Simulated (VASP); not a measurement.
# Se (P3_121) in VASP: a series of runs

Se is run at these levels: PBE+D3(BJ); tasks: single point.

All numbers are computed with VASP 6.6.1; they aren't measurements. Logs are shortened: lines on timing, memory, paths and dates and some standing lists are left out, and cuts for length are marked.

### Step 1. The cell of the first run

It takes space group P3_121 (No. 152, trigonal). Conventional cell: a = 3.904 Å, b = 3.904 Å, c = 5.123 Å, α = 90.00°, β = 90.00°, γ = 120.00°. Within 3.2 Å of Se (site symmetry 2) lie 6 Se at 2.39 to 3.11 Å.

### Step 2. Single point, PBE+D3(BJ) (volume 22.538 Å^3 an atom, c/a of the conventional cell 1.3122)

INCAR reads:

```
PREC     = Accurate       # precision mode
ENCUT    = 520            # plane-wave cutoff, eV
EDIFF    = 1E-7           # SCF threshold, eV
ISMEAR   = 0              # smearing method
SIGMA    = 0.05           # smearing width, eV
LREAL    = False          # projectors in reciprocal space
LASPH    = True           # aspherical terms in the spheres
NELM     = 80             # most SCF steps
ALGO     = Normal         # electronic algorithm
ISIF     = 2              # what is computed and relaxed
LWAVE    = False          # write WAVECAR
LCHARG   = True           # write CHGCAR
GGA      = PE             # functional
IVDW     = 12             # dispersion correction
LELF     = True           # ELF
LVHAR    = True         
NBANDS   = 16             # bands
```

KPOINTS reads:

```
regular mesh
0
Gamma
  12 12 8
```

POSCAR reads:

```
Se
1.0
    3.9039296959      0.0000000000      0.0000000000
   -1.9519648479      3.3809022912      0.0000000000
    0.0000000000      0.0000000000      5.1227365470
Se
3
Direct
    0.2473450684      0.0000000000      0.3333333333
    0.0000000000      0.2473450684      0.6666666667
    0.7526549316      0.7526549316      0.0000000000
```

Potentials or basis: VASP PAW PBE potentials, release 64 (Se).

On the command line:

```
$ cat potpaw_PBE.64/Se/POTCAR > POTCAR
$ mpirun -np 1 vasp_std > vasp.out
```

OUTCAR:

```text
PREC = Accurate
   ENCUT = 520
   EDIFF = 1E-7
   ISMEAR = 0
   LREAL = False
   LASPH = True
   NELM = 80
   ISIF = 2
   GGA = PE
   IVDW = 12
 IVDW          = 12

 ion  position               nearest neighbor table
   1  0.247  0.000  0.333-   3 2.39   2 2.39
   2  0.000  0.247  0.667-   3 2.39   1 2.39
   3  0.753  0.753  0.000-   2 2.39   1 2.39

  LATTYP: Found a hexagonal cell.
 ALAT       =     3.9039296959
 C/A-ratio  =     1.3122000000

  Lattice vectors:

 A1 = (   3.9039296959,   0.0000000000,   0.0000000000)
 A2 = (  -1.9519648479,   3.3809022912,   0.0000000000)
 A3 = (   0.0000000000,   0.0000000000,   5.1227365470)

Analysis of symmetry for initial positions (statically):
=====================================================================
 Subroutine PRICEL returns:
 Original cell was already a primitive cell.

 Routine SETGRP: Setting up the symmetry group for a
 hexagonal supercell.

 Subroutine GETGRP returns: Found  6 space group operations
 (whereof  2 operations were pure point group operations)
 out of a pool of 24 trial point group operations.

The static configuration has the point symmetry C_2 .
 The point group associated with its full space group is D_3 .

Analysis of symmetry for dynamics (positions and initial velocities):
=====================================================================
 Subroutine PRICEL returns:
 Original cell was already a primitive cell.

 Routine SETGRP: Setting up the symmetry group for a
 hexagonal supercell.

 Subroutine GETGRP returns: Found  6 space group operations
 (whereof  2 operations were pure point group operations)
 out of a pool of 24 trial point group operations.

The dynamic configuration has the point symmetry C_2 .
 The point group associated with its full space group is D_3 .

 Subroutine INISYM returns: Found  6 space group operations
 (whereof  2 operations are pure point group operations),
 and found     1 'primitive' translations

----------------------------------------------------------------------------------------

                                     Primitive cell

  volume of cell :      67.6140

  direct lattice vectors                    reciprocal lattice vectors
     3.903929696  0.000000000  0.000000000     0.256152154  0.147889515  0.000000000
    -1.951964848  3.380902291  0.000000000     0.000000000  0.295779030  0.000000000
     0.000000000  0.000000000  5.122736547     0.000000000  0.000000000  0.195208165

  length of vectors
     3.903929696  3.903929696  5.122736547     0.295779030  0.295779030  0.195208165

  position of ions in fractional coordinates (direct lattice)
     0.247345068  0.000000000  0.333333333
     0.000000000  0.247345068  0.666666667
     0.752654932  0.752654932  0.000000000

  ion indices of the primitive-cell ions
   primitive index   ion index
                 1           1
                 2           2
                 3           3

----------------------------------------------------------------------------------------

 KPOINTS: regular mesh

Automatic generation of k-mesh.
 Grid dimensions read from file:
 generate k-points for:   12   12    8

 Generating k-lattice:

  Cartesian coordinates                     Fractional coordinates (reciprocal lattice)
     0.021346013  0.012324126  0.000000000     0.083333333  0.000000000  0.000000000
     0.000000000  0.024648252  0.000000000     0.000000000  0.083333333  0.000000000
     0.000000000  0.000000000  0.024401021     0.000000000  0.000000000  0.125000000

  Length of vectors
     0.024648252  0.024648252  0.024401021

  Shift w.r.t. Gamma in fractional coordinates (k-lattice)
     0.000000000  0.000000000  0.000000000

 Subroutine IBZKPT returns following result:
 ===========================================

 Found    131 irreducible k-points:

 Following reciprocal coordinates:
            Coordinates               Weight
  0.000000  0.000000  0.000000      1.000000
  0.083333 -0.000000  0.000000      6.000000
  0.166667  0.000000  0.000000      6.000000
  0.250000 -0.000000  0.000000      6.000000
  0.333333  0.000000  0.000000      6.000000
  0.416667 -0.000000  0.000000      6.000000
[... 16 lines left out ...]
  0.166667  0.000000  0.125000      6.000000
  0.000000  0.166667  0.125000      6.000000
 [... further k-points ...]
   k-points           NKPTS =    131   k-points in BZ     NKDIM =    131   number of bands    NBANDS=     16
   number of dos      NEDOS =    301   number of ions     NIONS =      3
   total plane-waves  NPLWV =  36000
   dimension x,y,z NGX =    30 NGY =   30 NGZ =   40
   dimension x,y,z NGXF=    60 NGYF=   60 NGZF=   80
   ions per type =               3
   NGX,Y,Z   is equivalent  to a cutoff of  12.78, 12.78, 12.98 a.u.
   NGXF,Y,Z  is equivalent  to a cutoff of  25.55, 25.55, 25.96 a.u.
 SYSTEM =  unknown system
   PREC   = accura    normal or accurate (medium, high low for compatibility)
   ISTART =      0    job   : 0-new  1-cont  2-samecut
   ICHARG =      2    charge: 1-file 2-atom 10-const
   ISPIN  =      1    spin polarized calculation?
   LNONCOLLINEAR =      F non collinear calculations
   LSORBIT =      F    spin-orbit coupling
   LASPH  =      T    aspherical Exc in radial PAW
   ENCUT  =  520.0 eV  38.22 Ry    6.18 a.u.   7.26  7.26  9.52*2*pi/ulx,y,z
   NELM   =     80;   NELMIN=  2; NELMDL= -5     # of ELM steps
   EDIFF  = 0.1E-06   stopping-criterion for ELM
   LREAL  =      F    real-space projection
   EDIFFG = 0.1E-05   stopping-criterion for IOM
   NSW    =      0    number of steps for IOM
   IBRION =     -1    ionic relax: 0-MD 1-quasi-New 2-CG
   NFREE  =      0    steps in history (QN), initial steepest desc. (CG)
   ISIF   =      2    stress and relaxation
   ISYM   =      2    0-nonsym 1-usesym 2-fastsym
   POTIM  = 0.5000    time-step for ionic-motion
   TEBEG  =    0.0;   TEEND  =   0.0 temperature during run
   PSTRESS=    0.0 pullay stress
   NELECT =      18.0000    total number of electrons
   NUPDOWN=      -1.0000    fix difference up-down
   EMIN   =  10.00;   EMAX   =-10.00  energy-range for DOS
   EFERMI =   0.00;   METHOD = LEGACY
   ISMEAR =     0;   SIGMA  =   0.05  broadening in eV -4-tet -1-fermi 0-gaus
   EFERMI_NEDOS =   21; number of points for ismear=-14 and -15
   IALGO  =     38    algorithm
   IMIX   =      4    mixing-type and parameters
     AMIX     =   0.40;   BMIX     =  1.00
     AMIX_MAG =   1.60;   BMIX_MAG =  1.00
  volume/ion in A,a.u.               =      22.54       152.09
  Fermi-wavevector in a.u.,A,eV,Ry     =   1.053142  1.990149 15.090321  1.109107
  Thomas-Fermi vector in A             =   2.188252
   LORBIT       =      0    0 simple, 1 ext, 2 COOP (PROOUT), +10 PAW based schemes
   GGA     = PE    functional components
   LHFCALC =     F    Hartree Fock is set to
   AEXX    =    0.0000 exact exchange contribution
   IVDW    =    12    specifies the selected vdW correction
   LEPSILON=     F    determine dielectric tensor
   LRPA    =     F    only Hartree local field effects (RPA)
 non-spin polarized calculation
 Gauss-broadening in eV      SIGMA  =   0.05
  energy-cutoff  :      520.00
  volume of cell :       67.61
 maximum number of plane-waves:      1843
 NGX is ok and might be reduce to    30
   NGX = 15   NGY = 15   NGZ = 19

 number of electron      17.9999998 magnetization

 Free energy of the ion-electron system (eV)
  ---------------------------------------------------
  ext. energy  EPLUGINS =         0.00000000
  ---------------------------------------------------
  free energy    TOTEN  =       -10.23547247 eV

  energy without entropy =      -10.23547217  energy(sigma->0) =      -10.23547232

 E-fermi :   4.7883     XC(G=0):  -9.8236

 val. band max:        4.6611713070   @ k =   0.3333   0.3333   0.5000
 cond. band min:       4.9088019183   @ k =   0.3333   0.3333   0.5000
 fundamental gap:      0.2476306113
 Fermi energy:         4.7882516545

 k-point     1 :       0.0000    0.0000    0.0000
  band No.  band energies     occupation
      1     -11.9930      2.00000
      2      -7.6246      2.00000
      3      -7.6246      2.00000
      4       0.8337      2.00000
      5       1.1526      2.00000
      6       1.1526      2.00000
[... 8 lines left out ...]
     15      11.8584      0.00000
     16      12.9899      0.00000

 k-point     2 :       0.0833   -0.0000    0.0000
  band No.  band energies     occupation
      1     -11.9387      2.00000
      2      -7.6377      2.00000
      3      -7.6042      2.00000
      4       0.3424      2.00000
      5       0.8710      2.00000
      6       1.1423      2.00000
[... 8 lines left out ...]
     15      12.1261      0.00000
     16      12.8075      0.00000

 k-point     3 :       0.1667    0.0000    0.0000
  band No.  band energies     occupation
      1     -11.7810      2.00000
      2      -7.6910      2.00000
      3      -7.5467      2.00000
      4      -0.4231      2.00000
      5       0.3912      2.00000
      6       0.9322      2.00000
[... 8 lines left out ...]
     15      12.5266      0.00000
     16      12.9069      0.00000

 k-point     4 :       0.2500   -0.0000    0.0000
  band No.  band energies     occupation
      1     -11.5381      2.00000
      2      -7.8152      2.00000
      3      -7.4640      2.00000
      4      -1.0312      2.00000
      5      -0.0738      2.00000
      6       0.6580      2.00000
[... 8 lines left out ...]
     15      12.9787      0.00000
     16      13.5495      0.00000

 k-point     5 :       0.3333    0.0000    0.0000
  band No.  band energies     occupation
      1     -11.2488      2.00000
      2      -8.0186      2.00000
      3      -7.3760      2.00000
      4      -1.3700      2.00000
      5      -0.4477      2.00000
      6       0.4441      2.00000
[... 8 lines left out ...]
     15      13.7682      0.00000
     16      14.3939      0.00000

 k-point     6 :       0.4167   -0.0000    0.0000
  band No.  band energies     occupation
      1     -10.9896      2.00000
      2      -8.2386      2.00000
      3      -7.3081      2.00000
      4      -1.4730      2.00000
      5      -0.6839      2.00000
      6       0.3798      2.00000
[... 8 lines left out ...]
     15      14.8531      0.00000
     16      15.2477      0.00000
[... 267 lines left out ...]
 k-point    21 :       0.0833   -0.0000    0.1250
  band No.  band energies     occupation
      1     -11.8650      2.00000
      2      -8.5404      2.00000
      3      -6.6781      2.00000
      4       0.2670      2.00000
      5       0.8405      2.00000
      6       1.2762      2.00000
[... 8 lines left out ...]
     15      12.1796      0.00000
     16      12.3966      0.00000

 k-point    22 :       0.0000    0.0833    0.1250
  band No.  band energies     occupation
      1     -11.8648      2.00000
      2      -8.5440      2.00000
      3      -6.6707      2.00000
      4       0.3972      2.00000
      5       0.5555      2.00000
      6       1.3248      2.00000
[... 8 lines left out ...]
     15      12.2612      0.00000
     16      12.4861      0.00000

 k-point    23 :       0.1667    0.0000    0.1250
  band No.  band energies     occupation
      1     -11.7093      2.00000
      2      -8.4742      2.00000
      3      -6.7746      2.00000
      4      -0.3885      2.00000
      5       0.5449      2.00000
      6       0.9871      2.00000
[... 8 lines left out ...]
     15      12.2349      0.00000
     16      12.6521      0.00000

 k-point    24 :       0.0000    0.1667    0.1250
  band No.  band energies     occupation
      1     -11.7076      2.00000
      2      -8.5025      2.00000
      3      -6.7205      2.00000
      4      -0.3324      2.00000
      5       0.0239      2.00000
      6       1.0588      2.00000
[... 8 lines left out ...]
     15      12.5486      0.00000
     16      13.1668      0.00000

 [... further k-points ...]

------------------------ aborting loop because EDIFF is reached ----------------------------------------

 Edisp (eV)   -1.16733

 E8    (eV) :    -0.4827

  FORCE on cell =-STRESS in cart. coord.  units (eV):
  Direction    XX          YY          ZZ          XY          YZ          ZX
  --------------------------------------------------------------------------------------
  -------------------------------------------------------------------------------------
  Total       2.15021     2.15021     2.70771     0.00000     0.00000    -0.00000
  in kB      50.95128    50.95128    64.16172     0.00000     0.00000    -0.00000
  external pressure =       55.35 kB  Pullay stress =        0.00 kB

 VOLUME and BASIS-vectors are now :
 -----------------------------------------------------------------------------
  energy-cutoff  :      520.00
  volume of cell :       67.61
      direct lattice vectors                 reciprocal lattice vectors
     3.903929696  0.000000000  0.000000000     0.256152154  0.147889515  0.000000000
    -1.951964848  3.380902291  0.000000000     0.000000000  0.295779030  0.000000000
     0.000000000  0.000000000  5.122736547     0.000000000  0.000000000  0.195208165

 POSITION                                       TOTAL-FORCE (eV/Angst)
 -----------------------------------------------------------------------------------
      0.96562      0.00000      1.70758         0.607608      0.000000      0.000000
     -0.48281      0.83625      3.41516        -0.303804      0.526204     -0.000000
      1.46916      2.54465      0.00000        -0.303804     -0.526204     -0.000000
 -----------------------------------------------------------------------------------
    total drift:                               -0.000001     -0.000001     -0.000000

  FREE ENERGIE OF THE ION-ELECTRON SYSTEM (eV)
  ---------------------------------------------------
  free  energy   TOTEN  =       -11.4028011693 eV

  energy  without entropy=      -11.4028008696  energy(sigma->0) =      -11.40280102
```

Run time: 60 s. Hardware: 1 thread of Intel Xeon 6975P-C (Granite Rapids), shared host; peak memory 0.26 GiB.

What came out:

* Free energy: -11.4028 eV
* Pressure: 5.5 GPa
* Largest force: 0.608 eV/Å
* Band gap on the k mesh: 0.25 eV, direct
* Dispersion energy per atom: -0.389 eV

Forces in eV/Å, atoms in the order of the input:
```
Se   0.608  0.000  0.000
Se  -0.304  0.526  0.000
Se  -0.304 -0.526  0.000
```

Stress tensor (GPa, compression positive):
```
5.10 0.00 0.00
0.00 5.10 0.00
0.00 0.00 6.42
```

 A k mesh can miss the band edges.

### Step 3. Single point, PBE+D3(BJ) (volume 22.538 Å^3 an atom, c/a of the conventional cell 1.1631)

INCAR reads:

```
SYSTEM = Se
PREC     = Accurate       ! precision mode
ENCUT    = 520            ! plane-wave cutoff, eV
EDIFF    = 1E-6           ! SCF threshold, eV
ISMEAR   = 0              ! smearing method
SIGMA    = 0.05           ! smearing width, eV
LREAL    = .FALSE.        ! projectors in reciprocal space
LASPH    = .TRUE.         ! aspherical terms in the spheres
NELM     = 60             ! most SCF steps
ALGO     = Normal         ! electronic algorithm
ISIF     = 2              ! what is computed and relaxed
LWAVE    = .FALSE.        ! write WAVECAR
LCHARG   = .TRUE.         ! write CHGCAR
GGA      = PE             ! functional
IVDW     = 12             ! dispersion correction
LELF     = .TRUE.         ! ELF
LVHAR    = .TRUE.       
NBANDS   = 16             ! bands
```

KPOINTS reads:

```
Automatic mesh
0
G
  12 12 8
  0 0 0
```

POSCAR reads:

```
Se
1.0
    4.0640868530      0.0000000000      0.0000000000
   -2.0320434265      3.5196024579      0.0000000000
    0.0000000000      0.0000000000      4.7269394187
Se
3
Direct
    0.2473450684      0.0000000000      0.3333333333
    0.0000000000      0.2473450684      0.6666666667
    0.7526549316      0.7526549316      0.0000000000
```

Potentials or basis: VASP PAW PBE potentials, release 64 (Se).

On the command line:

```
$ cat potpaw_PBE.64/Se/POTCAR > POTCAR
$ mpirun -np 1 vasp_std > vasp.out
```

It took 45 s on 1 thread of Intel Xeon 6975P-C (Granite Rapids), shared host; peak memory 0.26 GiB.

It converged, with:

```yaml
Free_energy: -11.2658 eV
Pressure: 8.8 GPa
Largest_force: 0.878 eV/Å
Band_gap_on_the_k_mesh: 0.42 eV, indirect (least direct gap 1.29 eV)
Dispersion_energy_per_atom: -0.388 eV
```

Forces on the atoms (eV/Å):
```
Se   0.878  0.000  0.000
Se  -0.439  0.761  0.000
Se  -0.439 -0.761  0.000
```

Stress tensor (GPa, compression positive):
```
 6.69  0.00  0.00
 0.00  6.69  0.00
 0.00  0.00 12.97
```

Levels at points of the mesh, in eV from the valence-band top:
```csv
k point,band 5,band 6,band 7,band 8,band 9,band 10,band 11,band 12,band 13,band 14
"(0.00, 0.00, 0.00)",-4.13,-4.13,-2.70,-2.70,-1.04,1.56,1.56,1.56,6.03,6.03
"(0.50, 0.00, 0.00)",-5.70,-4.62,-3.92,-1.98,-1.36,1.45,1.61,3.98,4.58,7.96
"(0.00, 0.00, 0.50)",-3.99,-3.99,-2.15,-2.15,-1.74,0.42,0.42,0.75,5.57,6.25
"(0.50, 0.00, 0.50)",-5.17,-5.04,-3.08,-2.34,0.00,1.79,2.77,2.79,5.97,7.57
```

[end of part 1 of 2]
